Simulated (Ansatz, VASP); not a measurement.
Two plane-wave programs on PtSe2

```
CELL_PARAMETERS angstrom
3.74268 0.00000 0.00000
-1.87134 3.24126 0.00000
0.00000 0.00000 4.75854
ATOMIC_POSITIONS crystal
Pt 0.00000 0.00000 0.00000
Se 0.33333 0.66667 0.26451
Se 0.66667 0.33333 0.73549
```

Alike in both runs: task single point; functional LDA; k mesh 10 × 10 × 8; occupations gaussian, width 0.05 eV; no spin polarisation.

|  | VASP | Ansatz |
| --- | --- | --- |
| version | VASP 6.6.1 | Ansatz 0.2.0 |
| potentials or method | VASP PAW LDA potentials, release 64 (Pt, Se), cutoff 520 eV | scalar-relativistic, plane waves, PAW |
| valence electrons in the cell | 22 | 50 |

Ansatz gave:

| Item | Value |
| --- | --- |
| gap on the k mesh at the Fermi level (eV) | none |
| pressure (GPa) | 0.0 |
| traceless stress, the component that is largest in VASP (GPa) | 0.00 |
| rms of the force components (eV/Å) | 0.000 |

Q: Which values does VASP return?

A: gap on the k mesh at the Fermi level (eV): none; pressure (GPa): 0.4; traceless stress, the component that is largest in VASP (GPa): -0.13; rms of the force components (eV/Å): 0.024.

LDA's correlation is that of Perdew and Zunger in VASP and of Perdew and Wang (1992) in Ansatz. Atom by atom the forces differ by 0.024 eV/Å (rms over components). A gap of «none» marks a metal or a gap that the smearing closes. VASP's potentials hold 22 valence electrons a cell and Ansatz's 50, so a difference there can come from the potentials and not from the codes.

Neither program's run includes spin-orbit coupling.
